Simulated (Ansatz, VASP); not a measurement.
# ZnS: VASP beside Ansatz

```
Zn S
1.0
     0.00000    2.69410    2.69410
     2.69410    0.00000    2.69410
     2.69410    2.69410    0.00000
Zn S
1 1
Direct
  0.25000 0.25000 0.25000
  0.00000 0.00000 0.00000
```

Alike in both runs: task single point; functional LDA; k mesh 8 × 8 × 8; no spin polarisation.

|  | VASP | Ansatz |
| --- | --- | --- |
| version | VASP 6.6.1 | Ansatz 0.2.0 |
| potentials or method | VASP PAW LDA potentials, release 64 (Zn, S) | plane waves, PAW |
| plane-wave cutoff (eV) | 520 | 420 |
| occupations | gaussian, width 0.01 eV | fixed |
| valence electrons in the cell | 18 | 18 |

Ansatz gave:

- gap on the k mesh at the Fermi level (eV): 1.90
- pressure (GPa): -4.0

Task: Estimate VASP's values.

Result: gap on the k mesh at the Fermi level (eV): 1.93; pressure (GPa): -3.8.

LDA's correlation is that of Perdew and Zunger in VASP and of Perdew and Wang (1992) in Ansatz.
